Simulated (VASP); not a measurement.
Crystal: Cu.

```
Cu
1.0
     0.00000    1.75882    1.75882
     1.75882    0.00000    1.75882
     1.75882    1.75882    0.00000
Cu
1
Direct
  0.00000 0.00000 0.00000
```

Program: VASP 6.6.1. Alike in all runs: task single point; level LDA; potentials or basis VASP PAW LDA potentials, release 64 (Cu); no spin polarisation; cell as given; cutoff (eV) 520.

Problem. Order these runs on this cell by their pressure, lowest first.
A. k mesh 15 × 15 × 15; smearing methfessel-paxton 0.6 eV
B. k mesh 15 × 15 × 15; smearing fermi-dirac 1 eV
C. k mesh 2 × 2 × 2; smearing fermi-dirac 0.1 eV
D. k mesh 15 × 15 × 15; smearing fermi-dirac 0.6 eV

Solution. A (0.9 GPa), D (4.2 GPa), B (11.7 GPa), C (30.2 GPa).

Caveats: some runs use coarse meshes.
